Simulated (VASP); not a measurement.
Input of a VASP 6.6.1 run:

The input INCAR:

```
PREC = Accurate
ENCUT = 600
EDIFF = 1E-6
ISMEAR = 0
SIGMA = 0.1
LREAL = F
LASPH = T
NELM = 60
ALGO = Fast
ISIF = 3
LWAVE = F
LCHARG = F
GGA = PS
IBRION = 2
NSW = 70
EDIFFG = -0.008
PSTRESS = 100.0
```

Contents of KPOINTS:

```
Automatic mesh
0
Gamma
  18 18 6
```

POSCAR

```
Ag
1.0
    2.7994005536      0.0000000000      0.0000000000
   -1.3997002768      2.4243519948      0.0000000000
    0.0000000000      0.0000000000      9.1464564538
Ag
4
Direct
    0.0000000000      0.0000000000      0.0000000000
    0.0000000000      0.0000000000      0.5000000000
    0.3333333333      0.6666666667      0.2500000000
    0.6666666667      0.3333333333      0.7500000000
```

Potentials or basis: VASP PAW PBE potentials, release 64 (Ag).

Command:

```bash
$ cat potpaw_PBE.64/Ag/POTCAR > POTCAR
$ mpirun -np 1 vasp_std > vasp.out
```

Task: Estimate the band gap on the k mesh.

Result: Zero (bands 22 and 23 overlap by 6.80 eV).

Final structure:
```
Ag
1.0
     2.79940    0.00000    0.00000
    -1.39970    2.42435    0.00000
     0.00000    0.00000    9.14646
Ag
4
Cartesian
  0.0000 0.0000 0.0000
  0.0000 0.0000 4.5732
  0.0000 1.6162 2.2866
  1.3997 0.8081 6.8598
```

Caveat: the cell is relaxed towards a set pressure, so the run minimises the enthalpy, not the energy.
